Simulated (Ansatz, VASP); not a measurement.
## Ga3Se in VASP and in Ansatz

```
Se Ga
1.0
     4.47679    0.00000    0.00000
     0.00000    4.47679    0.00000
     0.00000    0.00000    4.43246
Se Ga
1 3
Direct
  0.00000 0.00000 0.00000
  0.50000 0.50000 0.00000
  0.50000 0.00000 0.50000
  0.00000 0.50000 0.50000
```

Alike in both runs: functional PBE; k mesh 5 × 5 × 5; occupations fermi-dirac, width 0.05 eV; no spin polarisation.

```csv
,VASP,Ansatz
version,VASP 6.6.1,Ansatz 0.2.0
potentials or method,"VASP PAW PBE potentials, release 64 (Se, Ga_d)",Ansatz PAW
plane-wave cutoff (eV),520,420
valence electrons in the cell,45,55
task,single point,band structure
```

|  | VASP | Ansatz | Ansatz less VASP |
| --- | --- | --- | --- |
| gap on the k mesh at the Fermi level (eV) | none | none | - |
| pressure (GPa) | -0.8 | -0.8 | -0.02 |
| traceless stress, the component that is largest in VASP (GPa) | -0.22 | -0.21 | +0.001 |

A gap of «none» marks a metal or a gap that the smearing closes. With one functional, cell and mesh, what is left measures potentials, basis and numerics. VASP's potentials hold 45 valence electrons a cell and Ansatz's 55, so a difference there can come from the potentials and not from the codes.
